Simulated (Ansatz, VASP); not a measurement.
**WS in VASP and in Ansatz**

```xyz
2
Lattice="0.0000 2.7049 2.7049 2.7049 0.0000 2.7049 2.7049 2.7049 0.0000" Properties=species:S:1:pos:R:3 pbc="T T T"
W     0.0000    0.0000    0.0000
S     2.7049    2.7049    2.7049
```

Alike in both runs: task single point; functional PBE; k mesh 14 × 14 × 14; occupations gaussian, width 0.1 eV; no spin polarisation; Hubbard terms W d U = 6.2 eV.

|  | VASP | Ansatz |
| --- | --- | --- |
| version | VASP 6.6.1 | Ansatz 0.2.0 |
| potentials or method | VASP PAW PBE potentials, release 64 (W_sv, S), cutoff 520 eV | scalar-relativistic, plane waves, PAW |
| valence electrons in the cell | 20 | 20 |

Ansatz gave:

- gap on the k mesh at the Fermi level (eV): none
- pressure (GPa): -16.8

Problem. Which values does VASP return?

Solution. gap on the k mesh at the Fermi level (eV): none; pressure (GPa): -17.7.

The programs project onto different local orbitals, so the same U acts differently, and such runs can settle in different states. A gap of «none» marks a metal or a gap that the smearing closes. Ansatz's warnings: filled band counts differ across k points.

Neither program's run includes spin-orbit coupling.
